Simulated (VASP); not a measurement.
Crystal: BP.

```
CELL_PARAMETERS angstrom
0.00000 2.26832 2.26832
2.26832 0.00000 2.26832
2.26832 2.26832 0.00000
ATOMIC_POSITIONS crystal
B 0.00000 0.00000 0.00000
P 0.25000 0.25000 0.25000
```

Base run:

```yaml
Program: VASP 6.6.1
Functional: PBE0
Potentials_or_basis: VASP PAW PBE potentials, release 64 (B, P)
Cutoff: 520 eV
k_mesh: 6 × 6 × 6
Occupations: gaussian, width 0.01 eV
Spin: no spin polarisation
```

Its results: band gap on the k mesh 2.79 eV (least direct gap 5.05 eV); pressure -2.0 GPa.

Problem. The run is repeated on the same cell with these changes: functional from PBE0 to HSE06; further incar settings from ALGO = Normal; EDIFF = 1e-06; NBANDS = 11 to ALGO = Normal; EDIFF = 1e-07; NBANDS = 11. What comes out?

Solution. Band gap on the k mesh 2.06 eV (least direct gap 4.34 eV); pressure -1.9 GPa.

Caveats: the PAW data sets were made with another functional, which shifts forces and pressure a little.

A k mesh can miss the band edges.
